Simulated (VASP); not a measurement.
# Tl (Fd-3m) in VASP: notebook, part 2 of 2

VASP 6.6.1. Earlier steps stand in the parts before.

### 4 Relaxation of cell and atoms, r2SCAN, target pressure 5 GPa, at which the enthalpy is minimised

This run uses another cell than the first one, of 37.09 Å³/atom.

POSCAR reads:

```
Tl
1.0
    0.0000000000      3.3350000000      3.3350000000
    3.3350000000      0.0000000000      3.3350000000
    3.3350000000      3.3350000000      0.0000000000
Tl
2
Direct
    1.0000000000      1.0000000000      1.0000000000
    0.2500000000      0.2500000000      0.2500000000
```

INCAR.step1 reads:

```
PREC = Accurate
ENCUT = 550
ISMEAR = -1
SIGMA = 0.05
LREAL = False
LASPH = True
NELM = 120
GGA = PE
ALGO = Normal
EDIFF = 1E-5
LWAVE = True
LCHARG = False
GGA_COMPAT = False
IBRION = 2
ISIF = 3
EDIFFG = -0.005
NELMIN = 4
NSW = 100
```

INCAR.step2 reads:

```
PREC = Accurate
ENCUT = 550
EDIFF = 1E-7
ISMEAR = -1
SIGMA = 0.05
LREAL = False
LASPH = True
NELM = 120
ALGO = Normal
ISIF = 3
LWAVE = False
LCHARG = False
METAGGA = R2SCAN
LMIXTAU = True
IBRION = 2
NSW = 80
EDIFFG = -0.02
PSTRESS = 50.0
ISTART = 1
GGA_COMPAT = False
NELMIN = 4
```

KPOINTS reads:

```
regular mesh
0
Gamma
  5 5 5
```

Potentials or basis: VASP PAW PBE potentials, release 64 (Tl_d).

Started as:

```
$ cat potpaw_PBE.64/Tl_d/POTCAR > POTCAR
$ cp INCAR.step1 INCAR
$ mpirun -np 1 vasp_std > vasp.out
$ cp INCAR.step2 INCAR
$ mpirun -np 1 vasp_std > vasp.out
```

OUTCAR:

```text
PREC = Accurate
   ENCUT = 550
   EDIFF = 1E-7
   ISMEAR = -1
   LREAL = False
   LASPH = True
   NELM = 120
   ISIF = 3
   METAGGA = R2SCAN
   IBRION = 2
   NSW = 80
   EDIFFG = -0.02
   PSTRESS = 50.0
   ISTART = 1
   NELMIN = 4

 ion  position               nearest neighbor table
   1  0.000  0.000  0.000-   2 2.89   2 2.89   2 2.89   2 2.89
   2  0.250  0.250  0.250-   1 2.89   1 2.89   1 2.89   1 2.89

  LATTYP: Found a face centered cubic cell.
 ALAT       =     6.6700000000

  Lattice vectors:

 A1 = (   0.0000000000,   3.3350000000,   3.3350000000)
 A2 = (   3.3350000000,   0.0000000000,   3.3350000000)
 A3 = (   3.3350000000,   3.3350000000,   0.0000000000)

Analysis of symmetry for initial positions (statically):
=====================================================================
 Subroutine PRICEL returns:
 Original cell was already a primitive cell.

 Routine SETGRP: Setting up the symmetry group for a
 face centered cubic supercell.

 Subroutine GETGRP returns: Found 48 space group operations
 (whereof 24 operations were pure point group operations)
 out of a pool of 48 trial point group operations.

The static configuration has the point symmetry T_d .
 The point group associated with its full space group is O_h .

[... 130 lines left out ...]
 non-spin polarized calculation
  energy-cutoff  :      550.00
  volume of cell :       74.19
 maximum number of plane-waves:      2190
   NGX = 17   NGY = 17   NGZ = 17

--------------------------------------- Ionic step        1  -------------------------------------------

 number of electron      26.0000000 magnetization

 Free energy of the ion-electron system (eV)
  ---------------------------------------------------
  ext. energy  EPLUGINS =         0.00000000
  ---------------------------------------------------
  free energy    TOTEN  =      -105.50259572 eV

  energy without entropy =     -105.47874840  energy(sigma->0) =     -105.49067206

------------------------ aborting loop because EDIFF is reached ----------------------------------------

  FORCE on cell =-STRESS in cart. coord.  units (eV):
  Direction    XX          YY          ZZ          XY          YZ          ZX
  --------------------------------------------------------------------------------------
  -------------------------------------------------------------------------------------
  Total        1.3250493      1.3250493      1.3250493      0.0000000     -0.0000000     -0.0000000
  in kB       28.6170672     28.6170672     28.6170672      0.0000000     -0.0000000     -0.0000000
  external PRESSURE =     -21.3829328 kB  Pullay stress =      50.0000000 kB
[... 63 lines left out ...]
--------------------------------------- Ionic step        3  -------------------------------------------

 number of electron      25.9999996 magnetization

 Free energy of the ion-electron system (eV)
  ---------------------------------------------------
  ext. energy  EPLUGINS =         0.00000000
  ---------------------------------------------------
  free energy    TOTEN  =      -105.40795327 eV

  energy without entropy =     -105.38406755  energy(sigma->0) =     -105.39601041

 E-fermi :   4.0967     XC(G=0):  -9.5280

 val. band max:        4.0406497666   @ k =   0.4000   0.2000   0.0000
 cond. band min:       4.1497123389   @ k =  -0.4000   0.4000   0.0000
 fundamental gap:      0.1090625723
 Fermi energy:         4.0966938828

 k-point     1 :       0.0000    0.0000    0.0000
  band No.  band energies     occupation
      1      -8.3685      2.00000
      2      -8.3685      2.00000
      3      -8.3685      2.00000
      4      -8.2604      2.00000
      5      -8.2604      2.00000
      6      -7.3707      2.00000
[... 222 lines left out ...]
  energy  without entropy=     -105.3840675491  energy(sigma->0) =     -105.39601041

  enthalpy is  TOTEN    =      -103.2149541233 eV   P V=        2.1929991496

 reached required accuracy - stopping structural energy minimisation
```

OUTCAR.step1:

```text
PREC = Accurate
   ENCUT = 550
   ISMEAR = -1
   LREAL = False
   LASPH = True
   NELM = 120
   GGA = PE
   EDIFF = 1E-5
   IBRION = 2
   ISIF = 3
   EDIFFG = -0.005
   NELMIN = 4
   NSW = 100

[... 295 lines left out ...]
 cond. band min:       2.6554645974   @ k =  -0.4000   0.4000   0.0000
 fundamental gap:      0.0848182867
 Fermi energy:         2.5891447578

 k-point     1 :       0.0000    0.0000    0.0000
  band No.  band energies     occupation
      1      -9.0995      2.00000
      2      -9.0995      2.00000
      3      -9.0995      2.00000
      4      -9.0275      2.00000
      5      -9.0275      2.00000
      6      -8.5250      2.00000
[... 218 lines left out ...]
  FREE ENERGIE OF THE ION-ELECTRON SYSTEM (eV)
  ---------------------------------------------------
  free  energy   TOTEN  =        -3.7205410935 eV

  energy  without entropy=       -3.6964088412  energy(sigma->0) =       -3.70847497

 reached required accuracy - stopping structural energy minimisation
```

Wall time 1.9 min (1 thread of Intel Xeon 6975P-C (Granite Rapids), shared host); peak memory 0.22 GiB.

What came out:

* Free energy: -105.4080 eV
* Relaxed volume: 35.14 Å³/atom
* Relaxed cell: a = 4.632 Å, b = 4.632 Å, c = 4.632 Å, α = 60.00°, β = 60.00°, γ = 60.00°
* Space group after relaxing (to 0.1 Å): Fd-3m (No. 227)
* Energy change on relaxing (the run minimises the enthalpy): +47.3 meV/atom
* Ionic steps: 3
* Pressure after relaxing: 5.0 GPa
* Band gap on the k mesh: zero (bands 13 and 14 overlap by 3.48 eV)

Step by step:
| step | energy change (eV) | largest force (eV/Å) | pressure (GPa) | volume (Å³) |
| --- | --- | --- | --- | --- |
| 1 | 0.0000 | 0.0000 | 2.86 | 74.19 |
| 2 | 0.1378 | 0.0000 | 5.86 | 69.00 |
| 3 | 0.0946 | 0.0000 | 5.00 | 70.27 |

Final structure:
```yaml
crystal:
  lattice:
    - [0.00000, 3.27529, 3.27529]
    - [3.27529, 0.00000, 3.27529]
    - [3.27529, 3.27529, 0.00000]
  atoms:
    - { symbol: Tl, position: [0.00000, 0.00000, 0.00000] }
    - { symbol: Tl, position: [0.25000, 0.25000, 0.25000] }
```

Caveat: the cell is relaxed towards a set pressure, so the run minimises the enthalpy, not the energy; the PAW data sets were made with another functional, which shifts forces and pressure a little; spin-orbit coupling is left out, which moves the levels of the heavy elements.

### 5 Relaxation of cell and atoms, r2SCAN, target pressure 10 GPa, at which the enthalpy is minimised

This run uses another cell than the first one, of 37.09 Å³/atom.

POSCAR is that of step 4.

INCAR.step1 reads:

```
PREC = Accurate ; ENCUT = 550
ISMEAR = -1 ; SIGMA = 0.05
LREAL = F ; LASPH = T
NELM = 120 ; GGA = PE
ALGO = Normal ; EDIFF = 1E-5
LWAVE = T ; LCHARG = F
GGA_COMPAT = F ; IBRION = 2
ISIF = 3 ; EDIFFG = -0.005
NELMIN = 4 ; NSW = 100
```

INCAR.step2 reads:

```
PREC = Accurate ; ENCUT = 550
EDIFF = 1E-7 ; ISMEAR = -1
SIGMA = 0.05 ; LREAL = F
LASPH = T ; NELM = 120
ALGO = Normal ; ISIF = 3
LWAVE = F ; LCHARG = F
METAGGA = R2SCAN ; LMIXTAU = T
IBRION = 2 ; NSW = 80
EDIFFG = -0.02 ; PSTRESS = 100.0
ISTART = 1 ; GGA_COMPAT = F
NELMIN = 4
```

KPOINTS reads:

```
Automatic mesh
0
Gamma
  5 5 5
```

Potentials or basis: VASP PAW PBE potentials, release 64 (Tl_d).

Started as:

```
$ cat potpaw_PBE.64/Tl_d/POTCAR > POTCAR
$ cp INCAR.step1 INCAR
$ mpirun -np 1 vasp_std > vasp.out
$ cp INCAR.step2 INCAR
$ mpirun -np 1 vasp_std > vasp.out
```

OUTCAR:

```text
PREC = Accurate
   ENCUT = 550
   EDIFF = 1E-7
   ISMEAR = -1
   LREAL = F
   LASPH = T
   NELM = 120
   ISIF = 3
   METAGGA = R2SCAN
   IBRION = 2
   NSW = 80
   EDIFFG = -0.02
   PSTRESS = 100.0
   ISTART = 1
   NELMIN = 4

 ion  position               nearest neighbor table
   1  0.000  0.000  0.000-   2 2.89   2 2.89   2 2.89   2 2.89
   2  0.250  0.250  0.250-   1 2.89   1 2.89   1 2.89   1 2.89

  LATTYP: Found a face centered cubic cell.
 ALAT       =     6.6700000000

  Lattice vectors:

 A1 = (   0.0000000000,   3.3350000000,   3.3350000000)
 A2 = (   3.3350000000,   0.0000000000,   3.3350000000)
 A3 = (   3.3350000000,   3.3350000000,   0.0000000000)

Analysis of symmetry for initial positions (statically):
[... 144 lines left out ...]
 non-spin polarized calculation
  energy-cutoff  :      550.00
  volume of cell :       74.19
 maximum number of plane-waves:      2190
   NGX = 17   NGY = 17   NGZ = 17

--------------------------------------- Ionic step        1  -------------------------------------------

 number of electron      26.0000000 magnetization

 Free energy of the ion-electron system (eV)
  ---------------------------------------------------
  ext. energy  EPLUGINS =         0.00000000
  ---------------------------------------------------
  free energy    TOTEN  =      -105.50259572 eV

  energy without entropy =     -105.47874840  energy(sigma->0) =     -105.49067206

 E-fermi :   3.6885     XC(G=0):  -9.2593

 val. band max:        3.6369529646   @ k =   0.4000   0.4000   0.0000
 cond. band min:       3.7495089593   @ k =  -0.4000   0.4000   0.0000
 fundamental gap:      0.1125559947
 Fermi energy:         3.6885333467
[... 518 lines left out ...]
--------------------------------------- Ionic step        4  -------------------------------------------

 number of electron      25.9999999 magnetization

 Free energy of the ion-electron system (eV)
  ---------------------------------------------------
  ext. energy  EPLUGINS =         0.00000000
  ---------------------------------------------------
  free energy    TOTEN  =      -105.12714044 eV

  energy without entropy =     -105.10365761  energy(sigma->0) =     -105.11539902

 E-fermi :   4.8624     XC(G=0):  -9.9968

 val. band max:        4.8380003453   @ k =   0.4000   0.2000   0.0000
 cond. band min:       4.8869013158   @ k =  -0.4000   0.4000   0.0000
 fundamental gap:      0.0489009706
 Fermi energy:         4.8624082227
[... 231 lines left out ...]
  energy  without entropy=     -105.1036576110  energy(sigma->0) =     -105.11539902

  enthalpy is  TOTEN    =      -101.1243988280 eV   P V=        4.0027416098

 reached required accuracy - stopping structural energy minimisation
```

OSZICAR.step1:

```text
N       E                     dE             d eps       ncg     rms          rms(c)
DAV:   1     0.133817692235E+03    0.13382E+03   -0.14204E+04   340   0.143E+03
DAV:   2    -0.162580404758E+01   -0.13544E+03   -0.13371E+03   369   0.301E+02
DAV:   3    -0.356844002188E+01   -0.19426E+01   -0.19397E+01   378   0.348E+01
[... 30 lines left out ...]
DAV:   2    -0.372264942841E+01    0.15130E-01   -0.34446E-02   340   0.151E+00    0.237E-01
DAV:   3    -0.372059852491E+01    0.20509E-02   -0.78688E-03   348   0.742E-01    0.182E-01
DAV:   4    -0.372055726455E+01    0.41260E-04   -0.40667E-04   342   0.122E-01    0.257E-02
DAV:   5    -0.372054042240E+01    0.16842E-04   -0.10809E-04   341   0.826E-02    0.152E-02
DAV:   6    -0.372054109346E+01   -0.67106E-06   -0.38054E-06   173   0.167E-02
   4 F= -.37205411E+01 E0= -.37084750E+01  d E =-.178313E+00
```

Run time: 2.5 min. Hardware: 1 thread of Intel Xeon 6975P-C (Granite Rapids), shared host; peak memory 0.22 GiB.

Results:

| Property | Result |
| --- | --- |
| Free energy | -105.1271 eV |
| Relaxed volume | 32.07 Å³/atom |
| Relaxed cell | a = 4.493 Å, b = 4.493 Å, c = 4.493 Å, α = 60.00°, β = 60.00°, γ = 60.00° |
| Space group after relaxing (to 0.1 Å) | Fd-3m (No. 227) |
| Energy change on relaxing (the run minimises the enthalpy) | +187.7 meV/atom |
| Ionic steps | 4 |
| Pressure after relaxing | 10.1 GPa |
| Band gap on the k mesh | zero (bands 13 and 14 overlap by 3.93 eV) |

The path:
```tsv
step	energy change (eV)	largest force (eV/Å)	pressure (GPa)	volume (Å³)
1	0.0000	0.0000	2.86	74.19
2	0.9289	0.0000	18.81	57.82
3	0.3638	0.0000	9.88	64.32
4	0.3755	0.0000	10.07	64.13
```

Final structure:
```
Tl
1.0
     0.00000    3.17697    3.17697
     3.17697    0.00000    3.17697
     3.17697    3.17697    0.00000
Tl
2
Direct
  0.00000 0.00000 0.00000
  0.25000 0.25000 0.25000
```

Caveat: the cell is relaxed towards a set pressure, so the run minimises the enthalpy, not the energy; the PAW data sets were made with another functional, which shifts forces and pressure a little; spin-orbit coupling is left out, which moves the levels of the heavy elements.

### 6 Relaxation of cell and atoms, r2SCAN, target pressure 20 GPa, at which the enthalpy is minimised

This run uses another cell than the first one, of 37.09 Å³/atom.

POSCAR is that of step 5.

INCAR.step1 reads:

```
SYSTEM = Tl
ALGO     = Normal         ! electronic algorithm
EDIFF    = 1E-5           ! SCF threshold, eV
EDIFFG   = -0.005         ! ionic threshold
ENCUT    = 550            ! plane-wave cutoff, eV
GGA      = PE             ! functional
GGA_COMPAT= .FALSE.      
IBRION   = 2              ! ionic algorithm
ISIF     = 3              ! what is computed and relaxed
ISMEAR   = -1             ! smearing method
LASPH    = .TRUE.         ! aspherical terms in the spheres
LCHARG   = .FALSE.        ! write CHGCAR
LREAL    = .FALSE.        ! projectors in reciprocal space
LWAVE    = .TRUE.         ! write WAVECAR
NELM     = 120            ! most SCF steps
NELMIN   = 4            
NSW      = 100            ! ionic steps
PREC     = Accurate       ! precision mode
SIGMA    = 0.05           ! smearing width, eV
```

INCAR.step2 reads:

```
SYSTEM = Tl
ALGO     = Normal         ! electronic algorithm
EDIFF    = 1E-7           ! SCF threshold, eV
EDIFFG   = -0.02          ! ionic threshold
ENCUT    = 550            ! plane-wave cutoff, eV
GGA_COMPAT= .FALSE.      
IBRION   = 2              ! ionic algorithm
ISIF     = 3              ! what is computed and relaxed
ISMEAR   = -1             ! smearing method
ISTART   = 1            
LASPH    = .TRUE.         ! aspherical terms in the spheres
LCHARG   = .FALSE.        ! write CHGCAR
LMIXTAU  = .TRUE.       
LREAL    = .FALSE.        ! projectors in reciprocal space
LWAVE    = .FALSE.        ! write WAVECAR
METAGGA  = R2SCAN         ! meta-GGA
NELM     = 120            ! most SCF steps
NELMIN   = 4            
NSW      = 80             ! ionic steps
PREC     = Accurate       ! precision mode
PSTRESS  = 200.0        
SIGMA    = 0.05           ! smearing width, eV
```

KPOINTS reads:

```
k-points
0
G
  5 5 5
  0 0 0
```

Potentials or basis: VASP PAW PBE potentials, release 64 (Tl_d).

Started as:

```
$ cat potpaw_PBE.64/Tl_d/POTCAR > POTCAR
$ cp INCAR.step1 INCAR
$ mpirun -np 1 vasp_std > vasp.out
$ cp INCAR.step2 INCAR
$ mpirun -np 1 vasp_std > vasp.out
```

OUTCAR:

```text
SYSTEM = Tl
   EDIFF = 1E-7
   EDIFFG = -0.02
   ENCUT = 550
   IBRION = 2
   ISIF = 3
   ISMEAR = -1
   ISTART = 1
   LASPH = .TRUE.
   LREAL = .FALSE.
   METAGGA = R2SCAN
   NELM = 120
   NELMIN = 4
   NSW = 80
   PREC = Accurate
   PSTRESS = 200.0

 ion  position               nearest neighbor table
   1  0.000  0.000  0.000-   2 2.89   2 2.89   2 2.89   2 2.89
   2  0.250  0.250  0.250-   1 2.89   1 2.89   1 2.89   1 2.89

  LATTYP: Found a face centered cubic cell.
 ALAT       =     6.6700000000

  Lattice vectors:

 A1 = (   0.0000000000,   3.3350000000,   3.3350000000)
 A2 = (   3.3350000000,   0.0000000000,   3.3350000000)
 A3 = (   3.3350000000,   3.3350000000,   0.0000000000)

Analysis of symmetry for initial positions (statically):
=====================================================================
[... 148 lines left out ...]

--------------------------------------- Ionic step        1  -------------------------------------------

 number of electron      26.0000000 magnetization

 Free energy of the ion-electron system (eV)
  ---------------------------------------------------
  ext. energy  EPLUGINS =         0.00000000
  ---------------------------------------------------
  free energy    TOTEN  =      -105.50259572 eV

  energy without entropy =     -105.47874840  energy(sigma->0) =     -105.49067206

 E-fermi :   3.6885     XC(G=0):  -9.2593

 val. band max:        3.6369529646   @ k =   0.4000   0.4000   0.0000
 cond. band min:       3.7495089593   @ k =  -0.4000   0.4000   0.0000
 fundamental gap:      0.1125559947
 Fermi energy:         3.6885333467
[... 556 lines left out ...]
--------------------------------------- Ionic step        5  -------------------------------------------

 number of electron      26.0000003 magnetization

 Free energy of the ion-electron system (eV)
  ---------------------------------------------------
  ext. energy  EPLUGINS =         0.00000000
  ---------------------------------------------------
  free energy    TOTEN  =      -104.49493065 eV

  energy without entropy =     -104.47514019  energy(sigma->0) =     -104.48503542

 E-fermi :   5.9811     XC(G=0): -10.6150

 val. band max:        5.9352805909   @ k =  -0.4000   0.4000   0.0000
 cond. band min:       6.0007949597   @ k =   0.4000   0.2000   0.0000
 fundamental gap:      0.0655143688
 Fermi energy:         5.9811402256
[... 231 lines left out ...]
  energy  without entropy=     -104.4751401944  energy(sigma->0) =     -104.48503542

  enthalpy is  TOTEN    =       -97.3586665542 eV   P V=        7.1362640942

 reached required accuracy - stopping structural energy minimisation
```

OSZICAR.step1:

```text
N       E                     dE             d eps       ncg     rms          rms(c)
DAV:   1     0.133817692235E+03    0.13382E+03   -0.14204E+04   340   0.143E+03
DAV:   2    -0.162580404758E+01   -0.13544E+03   -0.13371E+03   369   0.301E+02
DAV:   3    -0.356844002188E+01   -0.19426E+01   -0.19397E+01   378   0.348E+01
[... 30 lines left out ...]
DAV:   2    -0.372264942841E+01    0.15130E-01   -0.34446E-02   340   0.151E+00    0.237E-01
DAV:   3    -0.372059852491E+01    0.20509E-02   -0.78688E-03   348   0.742E-01    0.182E-01
DAV:   4    -0.372055726455E+01    0.41260E-04   -0.40667E-04   342   0.122E-01    0.257E-02
DAV:   5    -0.372054042240E+01    0.16842E-04   -0.10809E-04   341   0.826E-02    0.152E-02
DAV:   6    -0.372054109346E+01   -0.67106E-06   -0.38054E-06   173   0.167E-02
   4 F= -.37205411E+01 E0= -.37084750E+01  d E =-.178313E+00
```

Run time: 4 min. Hardware: 1 thread of Intel Xeon 6975P-C (Granite Rapids), shared host; peak memory 0.23 GiB.

Results:

```yaml
Free_energy: -104.4949 eV
Relaxed_volume: 28.58 Å³/atom
Relaxed_cell: a = 4.324 Å, b = 4.324 Å, c = 4.324 Å, α = 60.00°, β = 60.00°, γ = 60.00°
Space_group_after_relaxing_to_0.1_Å: Fd-3m (No. 227)
Energy_change_on_relaxing_the_run_minimises_the_enthalpy: +503.8 meV/atom
Ionic_steps: 5
Pressure_after_relaxing: 20.0 GPa
Band_gap_on_the_k_mesh: zero (bands 13 and 14 overlap by 4.59 eV)
```

Step by step:
| step | energy change (eV) | largest force (eV/Å) | pressure (GPa) | volume (Å³) |
| --- | --- | --- | --- | --- |
| 1 | 0.0000 | 0.0000 | 2.86 | 74.19 |
| 2 | 6.9073 | 0.0000 | 113.54 | 39.22 |
| 3 | 0.8606 | 0.0000 | 17.76 | 58.42 |
| 4 | 0.9464 | 0.0000 | 19.08 | 57.67 |
| 5 | 1.0077 | 0.0000 | 20.01 | 57.17 |

Final structure:
```
CELL_PARAMETERS angstrom
0.00000 3.05755 3.05755
3.05755 0.00000 3.05755
3.05755 3.05755 0.00000
ATOMIC_POSITIONS crystal
Tl 0.00000 0.00000 0.00000
Tl 0.25000 0.25000 0.25000
```

Levels at points of the mesh, in eV from the Fermi level:
```csv
k point,band 10,band 11,band 12,band 13,band 14,band 15
"(0.00, 0.00, 0.00)",-11.18,-11.12,2.73,4.25,4.25,4.25
```

Caveat: the cell is relaxed towards a set pressure, so the run minimises the enthalpy, not the energy; the volume moved by over 15 % at a fixed basis, so the end points are rough; the PAW data sets were made with another functional, which shifts forces and pressure a little; spin-orbit coupling is left out, which moves the levels of the heavy elements.

### 7 The runs side by side

| task | cell | gap on the mesh (eV) | pressure (GPa) |
| --- | --- | --- | --- |
| single point | a = 4.912 Å, angles 60.0°, 2 atoms | none | 0.0 |
| relaxation of cell and atoms | relaxed from a = 4.716 Å, angles 60.0°, 2 atoms | none | 0.0 |
| relaxation of cell and atoms | relaxed to 5 GPa from a = 4.716 Å, angles 60.0°, 2 atoms | none | 5.0 |
| relaxation of cell and atoms | relaxed to 10 GPa from a = 4.716 Å, angles 60.0°, 2 atoms | none | 10.1 |
| relaxation of cell and atoms | relaxed to 20 GPa from a = 4.716 Å, angles 60.0°, 2 atoms | none | 20.0 |

Alike in all rows: level r2SCAN; potentials or basis VASP PAW PBE potentials, release 64 (Tl_d); no spin polarisation; k mesh 5 × 5 × 5; cutoff (eV) 550; smearing fermi-dirac 0.05 eV.

Caveats: the PAW data sets were made with another functional, which shifts forces and pressure a little; spin-orbit coupling is left out, which moves the levels of the heavy elements; the cell is relaxed towards a set pressure, so the run minimises the enthalpy, not the energy (at least some runs); the volume moved by over 15 % at a fixed basis, so the end points are rough (at least some runs).

Absolute energies hang on the potentials; compare differences alone.

The gap in the log of VASP goes by the Fermi energy; the results here count the filled bands.